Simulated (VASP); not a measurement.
# Li8Mg16CO2 in VASP: notebook, part 2 of 2

VASP 6.6.1. Earlier steps stand in the parts before.

### 3 Single point, PBE+D3(BJ)

INCAR

```
SYSTEM = Li8Mg16CO2
  ALGO = Normal
  EDIFF = 1E-6
  ENCUT = 520
  GGA = PE
  ISIF = 2
  ISMEAR = -1
  IVDW = 12
  LASPH = .True.
  LCHARG = .True.
  LELF = .True.
  LREAL = Auto
  LVHAR = .True.
  LWAVE = .False.
  NBANDS = 55
  NELM = 80
  PREC = Accurate
  SIGMA = 0.1
```

KPOINTS

```
k-points
0
Gamma
  2 2 1
  0 0 0
```

POSCAR

```
Li8Mg16CO2
1.0
    9.3790480000      0.0000000000      0.0000000000
    0.0000000000     10.0936900000      0.0000000000
    0.0000000000      0.0000000000     17.5407100000
Li Mg C O
8 16 1 2
Direct
    0.6666667022      0.2499999505      0.0570102350
    0.3333332978      0.2499999505      0.0570102350
    0.1632245618      0.2514926652      0.1891532327
    0.7836711146      0.2620531243      0.2033635469
    0.6666667022      0.7499999505      0.0570102350
    0.3333332978      0.7499999505      0.0570102350
    0.1678941189      0.7413530632      0.2117079069
    0.8346348158      0.7529079058      0.2018463335
    0.2511516094     -0.0018940546      0.1221708243
   -0.0905431980      0.0030462596      0.1173093335
    0.5767044800      0.0097832408      0.1213948580
    0.0000000000      0.2499999505      0.0570102350
    0.7382721573     -0.0015956504      0.2708285468
    0.3869138957     -0.0164462154      0.2907886283
    0.0707584608      0.0090642768      0.2677337462
    0.4737554387      0.2424207599      0.2355819690
    0.2526005838      0.5028047226      0.1180422571
   -0.0824744686      0.4988102468      0.1253633975
    0.5876531392      0.4946228783      0.1231916496
    0.0000000000      0.7499999505      0.0570102350
    0.7368597538      0.5042604835      0.2844576417
    0.4143683879      0.5132006234      0.2841090811
    0.0797104354      0.4763798967      0.2749365334
    0.5057032441      0.7526621087      0.1993279063
    0.2558871647      0.1802935299      0.3250098770
    0.5375903823      0.3714811927      0.3096189379
    0.1735784911      0.2672304182      0.3438302098
```

Potentials or basis: VASP PAW PBE potentials, release 64 (Li_sv, Mg, C, O).

Started as:

```console
$ cat potpaw_PBE.64/Li_sv/POTCAR potpaw_PBE.64/Mg/POTCAR potpaw_PBE.64/C/POTCAR potpaw_PBE.64/O/POTCAR > POTCAR
$ mpirun -np 1 vasp_std > vasp.out
```

OUTCAR:

```text
SYSTEM = Li8Mg16CO2
   EDIFF = 1E-6
   ENCUT = 520
   GGA = PE
   ISIF = 2
   ISMEAR = -1
   IVDW = 12
   LASPH = .True.
   LREAL = Auto
   NELM = 80
   PREC = Accurate
 IVDW          = 12

 ion  position               nearest neighbor table
   1  0.667  0.250  0.057-  11 2.80  19 2.83  12 3.13
   2  0.333  0.250  0.057-  17 2.87   9 2.89  12 3.13
   3  0.163  0.251  0.189-  12 2.78  23 2.83   9 2.93  15 2.94  17 2.95  16 3.03
   4  0.784  0.262  0.203-  21 2.86  13 2.94  16 2.97  18 3.03
[... 469 lines left out ...]
  Total     -13.33788    -1.94088    -1.61280    -0.18170    -0.17870    -3.66253
  in kB     -12.86890    -1.87263    -1.55609    -0.17531    -0.17242    -3.53375
  external pressure =       -5.43 kB  Pullay stress =        0.00 kB

 VOLUME and BASIS-vectors are now :
 -----------------------------------------------------------------------------
  energy-cutoff  :      520.00
  volume of cell :     1660.57
      direct lattice vectors                 reciprocal lattice vectors
     9.379048000  0.000000000  0.000000000     0.106620629  0.000000000  0.000000000
     0.000000000 10.093690000  0.000000000     0.000000000  0.099071796  0.000000000
     0.000000000  0.000000000 17.540710000     0.000000000  0.000000000  0.057010235

 POSITION                                       TOTAL-FORCE (eV/Angst)
 -----------------------------------------------------------------------------------
      6.25270      2.52342      1.00000         0.345432      0.001368     -0.096959
      3.12635      2.52342      1.00000         0.332870     -0.027735      0.041637
      1.53089      2.53849      3.31788        -0.061020     -0.082933      0.096206
      7.35009      2.64508      3.56714         0.368343     -0.137823     -0.174000
      6.25270      7.57027      1.00000         0.366775      0.099741     -0.026968
      3.12635      7.57027      1.00000         0.213945      0.043192     -0.138480
[... 19 lines left out ...]
      5.04209      3.74962      5.43094         1.113765      0.772686     -0.664202
      1.62800      2.69734      6.03103         0.019323      0.284291      0.134893
 -----------------------------------------------------------------------------------
    total drift:                                0.000331      0.001447     -0.004103

  FREE ENERGIE OF THE ION-ELECTRON SYSTEM (eV)
  ---------------------------------------------------
  free  energy   TOTEN  =       -58.7159534275 eV

  energy  without entropy=      -58.2605304025  energy(sigma->0) =      -58.48824192
```

OSZICAR:

```text
N       E                     dE             d eps       ncg     rms          rms(c)
DAV:   1     0.388974298712E+03    0.38897E+03   -0.24121E+04   504   0.932E+02
DAV:   2     0.587779056902E+02   -0.33020E+03   -0.30967E+03   525   0.202E+02
DAV:   3    -0.404522925557E+02   -0.99230E+02   -0.96624E+02   736   0.802E+01
[... 17 lines left out ...]
DAV:  21    -0.548695036461E+02   -0.91036E-04   -0.10359E-05   473   0.842E-03    0.198E-03
DAV:  22    -0.548695416338E+02   -0.37988E-04   -0.35646E-06   393   0.463E-03    0.817E-04
DAV:  23    -0.548695520028E+02   -0.10369E-04   -0.14042E-06   401   0.213E-03    0.400E-04
DAV:  24    -0.548695537460E+02   -0.17432E-05   -0.21641E-07   361   0.945E-04    0.249E-04
DAV:  25    -0.548695546834E+02   -0.93742E-06   -0.18993E-07   354   0.741E-04
   1 F= -.58715953E+02 E0= -.58488242E+02  d E =-.455423E+00
```

It took 11 min on 1 thread of Intel Xeon 6975P-C (Granite Rapids), shared host; peak memory 1.4 GiB.

Results:

```
Free energy                : -58.7160 eV
Largest force              : 1.510 eV/Å
Band gap on the k mesh     : zero (bands 36 and 37 overlap by 0.03 eV)
Dispersion energy per atom : -0.142 eV
```

Forces on the atoms (eV/Å):
```
Li   0.345  0.001 -0.097
Li   0.333 -0.028  0.042
Li  -0.061 -0.083  0.096
Li   0.368 -0.138 -0.174
Li   0.367  0.100 -0.027
Li   0.214  0.043 -0.138
Li   0.105  0.033  0.061
Li   0.011 -0.149  0.067
Mg  -0.246 -0.029  0.038
Mg  -0.264  0.002  0.099
Mg  -0.287  0.051  0.123
Mg   0.302  0.101 -0.150
Mg  -0.311 -0.088  0.107
Mg  -0.389  0.197  0.117
Mg  -0.289 -0.162  0.080
Mg   0.162  0.084 -0.022
Mg  -0.226  0.000  0.199
Mg  -0.232 -0.010  0.164
Mg  -0.249  0.023  0.000
Mg   0.473 -0.085  0.048
Mg  -0.812 -0.529  0.242
Mg  -0.501  0.233  0.048
Mg  -0.291  0.074  0.088
Mg   0.033  0.083  0.111
C    0.312 -0.783 -0.593
O    1.114  0.773 -0.664
O    0.019  0.284  0.135
```

Caveat: the cutoff is under 1.25 times the usual one of these potentials, so pressure, stress and relaxed cells hold a basis-set (Pulay) error; there is no dipole correction, which matters where the two faces differ.

### 4 Single point, PBE+D3(BJ)

INCAR

```
SYSTEM = Li8Mg16CO2
  ALGO = Normal
  EDIFF = 1E-7
  ENCUT = 520
  GGA = PE
  ISIF = 2
  ISMEAR = -1
  IVDW = 12
  LASPH = .True.
  LCHARG = .False.
  LREAL = Auto
  LWAVE = .False.
  NBANDS = 55
  NELM = 80
  PREC = Accurate
  SIGMA = 0.1
```

KPOINTS is that of step 3.

POSCAR

```
Li8Mg16CO2
1.0
    9.3790480000      0.0000000000      0.0000000000
    0.0000000000     10.0936900000      0.0000000000
    0.0000000000      0.0000000000     17.5407100000
Li Mg C O
8 16 1 2
Direct
    0.6666665956      0.2499999505      0.0570102350
    0.3333332978      0.2499999505      0.0570102350
    0.1676268210      0.2555871044      0.1904738178
    0.7570773708      0.2679095554      0.2078743677
    0.6666665956      0.7499999505      0.0570102350
    0.3333332978      0.7499999505      0.0570102350
    0.1631318019      0.7355325951      0.2131312815
    0.8349542512      0.7555130978      0.2054728115
    0.2104787181     -0.0030837087      0.1143592819
   -0.1314306100      0.0040012126      0.1084156799
    0.5352561369      0.0109204860      0.1136262443
    0.0000000000      0.2499999505      0.0570102350
    0.6975360399     -0.0042001488      0.2637197126
    0.3464246051     -0.0194094528      0.2840939734
    0.0334653368      0.0359743563      0.2639549368
    0.4561492808      0.2349245915      0.2377926549
    0.2116491994      0.5025399036      0.1087307184
   -0.1235702174      0.4991510538      0.1176812113
    0.5449700225      0.4890531609      0.1190753966
    0.0000000000      0.7499999505      0.0570102350
    0.7036452953      0.5155121665      0.2796874243
    0.3783477811      0.5122760854      0.2729128981
    0.0431049079      0.4522724593      0.2700493880
    0.5049357888      0.7575411965      0.2019349844
    0.2364251681      0.1661000090      0.2931753618
    0.5426091219      0.3922548642      0.2831340921
    0.1330425007      0.2514983123      0.3063206677
```

Started as:

```console
$ cat potpaw_PBE.64/Li_sv/POTCAR potpaw_PBE.64/Mg/POTCAR potpaw_PBE.64/C/POTCAR potpaw_PBE.64/O/POTCAR > POTCAR
$ mpirun -np 1 vasp_std > vasp.out
```

Wall time 13 min (1 thread of Intel Xeon 6975P-C (Granite Rapids), shared host); peak memory 1.4 GiB.

Results (log left out):

| Item | Value |
| --- | --- |
| Free energy | -60.5540 eV |
| Largest force | 0.488 eV/Å |
| Band gap on the k mesh | zero (bands 36 and 37 overlap by 0.06 eV) |
| Dispersion energy per atom | -0.143 eV |

Forces on the atoms (eV/Å):
```
Li   0.291 -0.024 -0.092
Li   0.223 -0.033  0.080
Li   0.009 -0.024  0.038
Li   0.222 -0.094 -0.071
Li   0.272  0.055  0.141
Li   0.173  0.059 -0.006
Li   0.079  0.014  0.076
Li   0.019 -0.084  0.059
Mg  -0.213 -0.012 -0.011
Mg  -0.196 -0.004  0.066
Mg  -0.218  0.046  0.074
Mg   0.194  0.081  0.057
Mg  -0.170 -0.060  0.032
Mg  -0.120 -0.016 -0.016
Mg  -0.118  0.020  0.062
Mg   0.055 -0.050  0.057
Mg  -0.222  0.002  0.098
Mg  -0.169 -0.006  0.069
Mg  -0.225  0.024 -0.031
Mg   0.383 -0.036  0.169
Mg  -0.086  0.013  0.000
Mg  -0.173  0.088 -0.012
Mg  -0.085 -0.116  0.075
Mg   0.047  0.042  0.070
C    0.190 -0.300 -0.335
O    0.032  0.217 -0.373
O   -0.192  0.200 -0.277
```

Levels at points of the mesh, in eV from the Fermi level:
```csv
k point,band 33,band 34,band 35,band 36,band 37,band 38
"(0.00, 0.00, 0.00)",-0.43,-0.20,-0.11,0.00,0.06,0.48
"(0.50, 0.00, 0.00)",-0.46,-0.33,-0.30,-0.12,0.04,0.23
"(0.00, 0.50, 0.00)",-0.62,-0.39,-0.17,-0.09,-0.05,0.15
"(0.50, 0.50, 0.00)",-0.81,-0.48,-0.28,0.01,0.06,0.23
```

Caveat: the cutoff is under 1.25 times the usual one of these potentials, so pressure, stress and relaxed cells hold a basis-set (Pulay) error; there is no dipole correction, which matters where the two faces differ.

### 5 The runs side by side

| cell | gap on the mesh (eV) | largest force (eV/Å) |
| --- | --- | --- |
| as given, atomic positions A | none | 0.89 |
| as given, atomic positions B | none | 1.51 |
| as given, atomic positions C | none | 0.49 |

Alike in all rows: task single point; level PBE+D3(BJ); potentials or basis VASP PAW PBE potentials, release 64 (Li_sv, Mg, C, O); no spin polarisation; k mesh 2 × 2 × 1; cutoff (eV) 520; smearing fermi-dirac 0.1 eV.

Caveats: the cutoff is under 1.25 times the usual one of these potentials, so pressure, stress and relaxed cells hold a basis-set (Pulay) error; there is no dipole correction, which matters where the two faces differ.

Absolute energies hang on the potentials; compare differences alone.
